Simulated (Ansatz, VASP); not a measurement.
One calculation of Lu2SiF2, two programs

```
Lu Si F
1.0
     4.03172    0.00000    0.00000
    -2.01586    3.49157    0.00000
     0.00000    0.00000    6.39784
Lu Si F
2 1 2
Direct
  0.66667 0.33333 0.24033
  0.33333 0.66667 0.75967
  0.00000 0.00000 0.00000
  0.66667 0.33333 0.59678
  0.33333 0.66667 0.40322
```

Change from the starting cell: species swapped into the EuCd2P2 type (P-3m1, No. 164).

Alike in both runs: functional PBE; k mesh 12 × 12 × 6; occupations gaussian, width 0.01 eV; no spin polarisation.

Ansatz relaxed the structure, and its values are those at the end. VASP's run is a single point on that final structure, the one shown.

|  | VASP | Ansatz |
| --- | --- | --- |
| version | VASP 6.6.1 | Ansatz 0.2.0 |
| potentials or method | VASP PAW PBE potentials, release 64 (Lu, Si, F), cutoff 520 eV | scalar-relativistic, plane waves, PAW |
| valence electrons in the cell | 68 | 68 |

|  | VASP | Ansatz | Ansatz less VASP |
| --- | --- | --- | --- |
| gap on the k mesh at the Fermi level (eV) | 0.26 | 0.26 | +0.005 |
| least direct gap on the mesh (eV) | 0.83 | 0.84 | +0.007 |
| pressure (GPa) | 0.3 | 0.0 | -0.27 |
| rms of the force components (eV/Å) | 0.021 | 0.000 | -0.0206 |

With one functional, cell and mesh, what is left measures potentials, basis and numerics.

Neither program's run includes spin-orbit coupling.
